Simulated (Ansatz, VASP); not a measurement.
## One calculation of AgOs2, two programs

File INCAR:

```
PREC = Accurate ; ENCUT = 520
EDIFF = 1E-6 ; ISMEAR = 0
SIGMA = 0.1 ; LREAL = False
LASPH = True ; NELM = 100
ALGO = Normal ; ISIF = 2
LWAVE = False ; LCHARG = False
GGA = PE ; NBANDS = 36
```

KPOINTS

```
regular mesh
0
Gamma
  4 4 4
```

File POSCAR:

```
AgOs2
1.0
    4.0920310489      0.0000000000      0.0000000000
    0.0000000000      4.0920310489      0.0000000000
    0.0000000000      0.0000000000      5.8909498457
Ag Os
2 4
Direct
    0.0000000000      0.0000000000      0.0000000000
    0.5000000000      0.5000000000      0.5000000000
    0.0000000000      0.5000000000      0.2030000000
    0.0000000000      0.5000000000      0.7030000000
    0.5000000000      0.0000000000      0.2970000000
    0.5000000000      0.0000000000      0.7970000000
```

Input for Ansatz:

```yaml
crystal:
  lattice:
    - [4.0920310489, 0.0, 0.0]
    - [0.0, 4.0920310489, 0.0]
    - [0.0, 0.0, 5.8909498457]
  atoms:
    - { symbol: Ag, position: [0.0, 0.0, 0.0] }
    - { symbol: Ag, position: [0.5, 0.5, 0.5] }
    - { symbol: Os, position: [0.0, 0.5, 0.203] }
    - { symbol: Os, position: [0.0, 0.5, 0.703] }
    - { symbol: Os, position: [0.5, 0.0, 0.297] }
    - { symbol: Os, position: [0.5, 0.0, 0.797] }
basis:
  ecutwfc: 420
kpoints:
  mp_grid: { grid: [4, 4, 4] }
hamiltonian:
  xc: pbe
scf:
  occupations: { method: gaussian, width: 0.1 }
  lower_state_search: "off"
output:
  forces: true
  stress: true
  eigenvalues: true
```

Alike in both runs: task single point; functional PBE; k mesh 4 × 4 × 4; occupations gaussian, width 0.1 eV; no spin polarisation.

|  | VASP | Ansatz |
| --- | --- | --- |
| version | VASP 6.6.1 | Ansatz 0.2.0 |
| potentials or method | VASP PAW PBE potentials, release 64 (Ag, Os), cutoff 520 eV | scalar-relativistic, plane waves, PAW |
| valence electrons in the cell | 54 | 102 |

```tsv
	VASP	Ansatz	Ansatz less VASP
gap on the k mesh at the Fermi level (eV)	none	none	-
pressure (GPa)	22.7	23.7	+0.93
traceless stress, the component that is largest in VASP (GPa)	-8.15	-8.29	-0.138
rms of the force components (eV/Å)	1.732	1.759	+0.0271
```

Atom by atom the forces differ by 0.027 eV/Å (rms over components). A gap of «none» marks a metal or a gap that the smearing closes. VASP's potentials hold 54 valence electrons a cell and Ansatz's 102, so a difference there can come from the potentials and not from the codes.

The k mesh is coarse, so the values compare programs but aren't converged. Neither program's run includes spin-orbit coupling.
